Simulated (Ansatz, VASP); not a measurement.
**TiSe2 in VASP and in Ansatz**

Contents of INCAR:

```
SYSTEM = TiSe2
ALGO = Normal
EDIFF = 1E-7
EDIFFG = -0.01
ENCUT = 500
GGA = PE
GGA_COMPAT = .FALSE.
IBRION = 2
ISIF = 3
ISMEAR = 0
LASPH = .TRUE.
LCHARG = .FALSE.
LREAL = .FALSE.
LWAVE = .FALSE.
NELM = 120
NELMIN = 4
NSW = 100
PREC = Accurate
SIGMA = 0.1
```

File KPOINTS:

```
k-points
0
G
  15 15 8
  0 0 0
```

POSCAR

```
TiSe2
1.0
    3.5565669500      0.0000000000      0.0000000000
   -1.7782834800      3.0800774100      0.0000000000
    0.0000000000      0.0000000000      6.3476257300
Ti Se
1 2
Direct
    0.0000000000      0.0000000000      0.0000000000
    0.3333333400      0.6666666900      0.2399278400
    0.6666666900      0.3333333400      0.7600721700
```

Input for Ansatz:

```yaml
crystal:
  lattice:
    - [3.55656695, 0.0, 0.0]
    - [-1.77828348, 3.08007741, 0.0]
    - [0.0, 0.0, 6.34762573]
  atoms:
    - { symbol: Ti, position: [0.0, 0.0, 0.0] }
    - { symbol: Se, position: [0.33333334, 0.66666669, 0.23992784] }
    - { symbol: Se, position: [0.66666669, 0.33333334, 0.76007217] }
basis:
  ecutwfc: 420
kpoints:
  mp_grid: { grid: [15, 15, 8] }
hamiltonian:
  xc: pbe
scf:
  occupations: { method: gaussian, width: 0.1 }
output:
  forces: true
  stress: true
  eigenvalues: true
relax:
  adjacent_minimum: "off"
  f_tol: 0.01
  max_steps: 80
  cell: { stress_tol: 0.05 }
```

Alike in both runs: task relaxation of cell and atoms; functional PBE; k mesh 15 × 15 × 8; occupations gaussian, width 0.1 eV; no spin polarisation.

```csv
,VASP,Ansatz
version,VASP 6.6.1,Ansatz 0.2.0
potentials or method,"VASP PAW PBE potentials, release 64 (Ti_sv, Se), cutoff 500 eV","scalar-relativistic, plane waves, PAW"
valence electrons in the cell,24,44
```

```csv
,VASP,Ansatz,Ansatz less VASP
"gap on the k mesh at the Fermi level, each at its own relaxed structure (eV)",none,none,-
relaxed volume (Å³/atom),24.13,24.26,+0.127
relaxed cell length with the largest relative difference (Å),6.668,6.708,+0.0404
```

A gap of «none» marks a metal or a gap that the smearing closes. VASP's potentials hold 24 valence electrons a cell and Ansatz's 44, so a difference there can come from the potentials and not from the codes. Ansatz's warnings: structure snapped to symmetry.
